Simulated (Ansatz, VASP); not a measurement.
# K: VASP beside Ansatz

```
K
1.0
    -2.60043    2.60043    2.60043
     2.60043   -2.60043    2.60043
     2.60043    2.60043   -2.60043
K
1
Cartesian
  0.0000 0.0000 0.0000
```

Change from the starting cell: volume scaled by 0.98, crystal datasets.

Alike in both runs: task electric field gradients; functional PBEsol; k mesh 10 × 10 × 10; occupations fermi-dirac, width 0.08 eV; no spin polarisation.

|  | VASP | Ansatz |
| --- | --- | --- |
| version | VASP 6.6.1 | Ansatz 0.2.0 |
| potentials or method | VASP PAW PBE potentials, release 64 (K_sv), cutoff 520 eV | all-electron PAW with datasets made for the crystal, scalar-relativistic |

```csv
,VASP,Ansatz,Ansatz less VASP
pressure (GPa),0.0,0.0,+0.01
```

VASP's potentials were made for PBE, not for PBEsol. Ansatz ran all-electron here, and VASP with PAW potentials.
